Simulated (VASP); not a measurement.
# K (Im-3m) in VASP: a series of runs

The runs below take K through single point, with PBEsol.

All numbers are computed with VASP 6.6.1; they aren't measurements. Logs are shortened: lines on timing, memory, paths and dates and some standing lists are left out, and cuts for length are marked.

**1. The cell of the first run**

Symmetry: Im-3m, No. 229, cubic system. Conventional cell: a = 4.407 Å, b = 4.407 Å, c = 4.407 Å, α = 90.00°, β = 90.00°, γ = 90.00°. Within 5.0 Å of K (site symmetry m-3m) lie 14 K at 3.82 to 4.41 Å.

**2. Single point, PBEsol (42.79 Å³/atom)**

Contents of INCAR:

```
  PREC = Accurate
  ENCUT = 520
  EDIFF = 1E-7
  ISMEAR = -1
  SIGMA = 0.05
  LREAL = False
  LASPH = True
  NELM = 60
  ALGO = Normal
  ISIF = 2
  LWAVE = False
  LCHARG = False
  GGA = PS
  NBANDS = 10
```

Contents of KPOINTS:

```
Automatic mesh
0
Gamma
  12 12 12
```

Contents of POSCAR:

```
K
1.0
   -2.2034690449      2.2034690449      2.2034690449
    2.2034690449     -2.2034690449      2.2034690449
    2.2034690449      2.2034690449     -2.2034690449
K
1
Direct
    0.0000000000      0.0000000000      0.0000000000
```

Potentials or basis: VASP PAW PBE potentials, release 64 (K_sv).

Run with:

```bash
cat potpaw_PBE.64/K_sv/POTCAR > POTCAR
mpirun -np 1 vasp_std > vasp.out
```

OUTCAR:

```text
PREC = Accurate
   ENCUT = 520
   EDIFF = 1E-7
   ISMEAR = -1
   LREAL = False
   LASPH = True
   NELM = 60
   ISIF = 2
   GGA = PS

 ion  position               nearest neighbor table
   1  0.000  0.000  0.000-

  LATTYP: Found a body centered cubic cell.
 ALAT       =     4.4069380898

  Lattice vectors:

 A1 = (  -2.2034690449,   2.2034690449,   2.2034690449)
 A2 = (   2.2034690449,  -2.2034690449,   2.2034690449)
 A3 = (   2.2034690449,   2.2034690449,  -2.2034690449)

Analysis of symmetry for initial positions (statically):
=====================================================================
 Subroutine PRICEL returns:
 Original cell was already a primitive cell.

 Routine SETGRP: Setting up the symmetry group for a
 body centered cubic supercell.

 Subroutine GETGRP returns: Found 48 space group operations
 (whereof 48 operations were pure point group operations)
 out of a pool of 48 trial point group operations.

The static configuration has the point symmetry O_h .

Analysis of symmetry for dynamics (positions and initial velocities):
=====================================================================
 Subroutine PRICEL returns:
 Original cell was already a primitive cell.

 Routine SETGRP: Setting up the symmetry group for a
 body centered cubic supercell.

 Subroutine GETGRP returns: Found 48 space group operations
 (whereof 48 operations were pure point group operations)
 out of a pool of 48 trial point group operations.

The dynamic configuration has the point symmetry O_h .

 Subroutine INISYM returns: Found 48 space group operations
 (whereof 48 operations are pure point group operations),
 and found     1 'primitive' translations

----------------------------------------------------------------------------------------

                                     Primitive cell

  volume of cell :      42.7938

  direct lattice vectors                    reciprocal lattice vectors
    -2.203469045  2.203469045  2.203469045     0.000000000  0.226914919  0.226914919
     2.203469045 -2.203469045  2.203469045     0.226914919  0.000000000  0.226914919
     2.203469045  2.203469045 -2.203469045     0.226914919  0.226914919  0.000000000

  length of vectors
     3.816520339  3.816520339  3.816520339     0.320906156  0.320906156  0.320906156
[... 79 lines left out ...]
   EDIFF  = 0.1E-06   stopping-criterion for ELM
   LREAL  =      F    real-space projection
   EDIFFG = 0.1E-05   stopping-criterion for IOM
   NSW    =      0    number of steps for IOM
   IBRION =     -1    ionic relax: 0-MD 1-quasi-New 2-CG
   NFREE  =      0    steps in history (QN), initial steepest desc. (CG)
   ISIF   =      2    stress and relaxation
   ISYM   =      2    0-nonsym 1-usesym 2-fastsym
   POTIM  = 0.5000    time-step for ionic-motion
   TEBEG  =    0.0;   TEEND  =   0.0 temperature during run
   PSTRESS=    0.0 pullay stress
   NELECT =       9.0000    total number of electrons
   NUPDOWN=      -1.0000    fix difference up-down
   EMIN   =  10.00;   EMAX   =-10.00  energy-range for DOS
   EFERMI =   0.00;   METHOD = LEGACY
   ISMEAR =    -1;   SIGMA  =   0.05  broadening in eV -4-tet -1-fermi 0-gaus
   EFERMI_NEDOS =   21; number of points for ismear=-14 and -15
   IALGO  =     38    algorithm
   IMIX   =      4    mixing-type and parameters
     AMIX     =   0.40;   BMIX     =  1.00
     AMIX_MAG =   1.60;   BMIX_MAG =  1.00
  volume/ion in A,a.u.               =      42.79       288.79
  Fermi-wavevector in a.u.,A,eV,Ry     =   0.973558  1.839759 12.895821  0.947816
  Thomas-Fermi vector in A             =   2.103948
   LORBIT       =      0    0 simple, 1 ext, 2 COOP (PROOUT), +10 PAW based schemes
   GGA     = PS    functional components
   LHFCALC =     F    Hartree Fock is set to
   AEXX    =    0.0000 exact exchange contribution
   IVDW    =     0    specifies the selected vdW correction
   LEPSILON=     F    determine dielectric tensor
   LRPA    =     F    only Hartree local field effects (RPA)
 non-spin polarized calculation
  energy-cutoff  :      520.00
  volume of cell :       42.79
 maximum number of plane-waves:      1168
   NGX = 15   NGY = 15   NGZ = 15

 number of electron       8.9999999 magnetization

 Free energy of the ion-electron system (eV)
  ---------------------------------------------------
  ext. energy  EPLUGINS =         0.00000000
  ---------------------------------------------------
  free energy    TOTEN  =        -0.85147259 eV

  energy without entropy =       -0.84429850  energy(sigma->0) =       -0.84788555

 E-fermi :   1.4232     XC(G=0):  -7.2546

 val. band max:        1.3950467014   @ k =  -0.3333   0.4167   0.1667
 cond. band min:       1.4357603248   @ k =   0.2500   0.2500   0.0000
 fundamental gap:      0.0407136234
 Fermi energy:         1.4232255587

 k-point     1 :       0.0000    0.0000    0.0000
  band No.  band energies     occupation
      1     -30.4841      2.00000
      2     -13.8636      2.00000
      3     -13.8636      2.00000
      4     -13.8636      2.00000
      5      -1.5981      2.00000
      6       6.0608      0.00000
      7       6.0608      0.00000
      8       6.0608      0.00000
      9       7.4282      0.00000
     10       7.4282      0.00000
[... 287 lines left out ...]
 k-point    24 :       0.4167    0.0833    0.0833
  band No.  band energies     occupation
      1     -30.4362      2.00000
      2     -14.2383      2.00000
      3     -14.0044      2.00000
      4     -13.8935      2.00000
      5       1.9004      0.00014
      6       2.6529      0.00000
      7       4.1657      0.00000
      8       7.4946      0.00000
      9       8.1900      0.00000
     10       9.3412      0.00000

 [... further k-points ...]

------------------------ aborting loop because EDIFF is reached ----------------------------------------

  FORCE on cell =-STRESS in cart. coord.  units (eV):
  Direction    XX          YY          ZZ          XY          YZ          ZX
  --------------------------------------------------------------------------------------
  -------------------------------------------------------------------------------------
  Total        1.2858508      1.2858508      1.2858508      0.0000000      0.0000000     -0.0000000
  in kB       48.1415763     48.1415763     48.1415763      0.0000000      0.0000000     -0.0000000
  external PRESSURE =      48.1415763 kB  Pullay stress =       0.0000000 kB

 VOLUME and BASIS-vectors are now :
 -----------------------------------------------------------------------------
  energy-cutoff  :      520.00
  volume of cell :       42.79
      direct lattice vectors                 reciprocal lattice vectors
    -2.203469045  2.203469045  2.203469045     0.000000000  0.226914919  0.226914919
     2.203469045 -2.203469045  2.203469045     0.226914919  0.000000000  0.226914919
     2.203469045  2.203469045 -2.203469045     0.226914919  0.226914919  0.000000000

 POSITION                                       TOTAL-FORCE (eV/Angst)
 -----------------------------------------------------------------------------------
      0.00000      0.00000      0.00000        -0.000000      0.000000      0.000000
 -----------------------------------------------------------------------------------
    total drift:                               -0.000000     -0.000000      0.000000

  FREE ENERGIE OF THE ION-ELECTRON SYSTEM (eV)
  ---------------------------------------------------
  free  energy   TOTEN  =        -0.8514725931 eV

  energy  without entropy=       -0.8442985028  energy(sigma->0) =       -0.84788555
```

Run time: 41 s. Hardware: 1 thread of Intel Xeon 8259CL, shared host; peak memory 0.17 GiB.

What came out:

```yaml
Free_energy: -0.8515 eV
Pressure: 4.8 GPa
Band_gap_on_the_k_mesh: zero (an odd number of electrons rules out a gap without spin polarisation)
```

Levels at points of the mesh, in eV from the Fermi level:
```csv
k point,band 1,band 2,band 3,band 4,band 5,band 6,band 7,band 8,band 9
"(0.00, 0.00, 0.00)",-31.91,-15.29,-15.29,-15.29,-3.02,4.64,4.64,4.64,6.00
"(0.50, 0.00, 0.00)",-31.86,-15.69,-15.41,-15.29,0.20,1.20,3.08,5.95,6.74
"(0.50, 0.50, 0.50)",-31.83,-15.55,-15.55,-15.55,1.07,1.07,5.32,5.32,5.32
```

Caveat: the cell stands under pressure; the PAW data sets were made with another functional, which shifts forces and pressure a little.

**3. Single point, PBEsol (48.50 Å³/atom)**

This run uses another cell than the first one, of 48.50 Å³/atom.

Contents of INCAR:

```
SYSTEM = K
PREC     = Accurate       ! precision mode
ENCUT    = 520            ! plane-wave cutoff, eV
EDIFF    = 1E-6           ! SCF threshold, eV
ISMEAR   = -1             ! smearing method
SIGMA    = 0.05           ! smearing width, eV
LREAL    = .False.        ! projectors in reciprocal space
LASPH    = .True.         ! aspherical terms in the spheres
NELM     = 60             ! most SCF steps
ALGO     = Normal         ! electronic algorithm
ISIF     = 2              ! what is computed and relaxed
LWAVE    = .False.        ! write WAVECAR
LCHARG   = .True.         ! write CHGCAR
GGA      = PS             ! functional
LELF     = .True.         ! ELF
LVHAR    = .True.       
NBANDS   = 10             ! bands
```

Contents of KPOINTS:

```
Automatic mesh
0
Gamma
  12 12 12
  0 0 0
```

Contents of POSCAR:

```
K
1.0
   -2.2973447619      2.2973447619      2.2973447619
    2.2973447619     -2.2973447619      2.2973447619
    2.2973447619      2.2973447619     -2.2973447619
K
1
Direct
    0.0000000000      0.0000000000      0.0000000000
```

Potentials or basis: VASP PAW PBE potentials, release 64 (K_sv).

Run with:

```bash
cat potpaw_PBE.64/K_sv/POTCAR > POTCAR
mpirun -np 1 vasp_std > vasp.out
```

Wall time 36 s (1 thread of Intel Xeon 8259CL, shared host); peak memory 0.18 GiB.

The run converged. Its results:

- Free energy: -0.9861 eV
- Pressure: 2.9 GPa
- Band gap on the k mesh: zero (an odd number of electrons rules out a gap without spin polarisation)

Levels at points of the mesh, in eV from the Fermi level:
| k point | band 2 | band 3 | band 4 | band 5 | band 6 | band 7 |
| --- | --- | --- | --- | --- | --- | --- |
| (0.00, 0.00, 0.00) | -15.29 | -15.29 | -15.29 | -2.80 | 4.61 | 4.61 |
| (0.50, 0.00, 0.00) | -15.57 | -15.38 | -15.30 | 0.31 | 1.03 | 3.17 |
| (0.50, 0.50, 0.50) | -15.48 | -15.48 | -15.48 | 1.29 | 1.29 | 4.82 |

Caveat: the PAW data sets were made with another functional, which shifts forces and pressure a little.
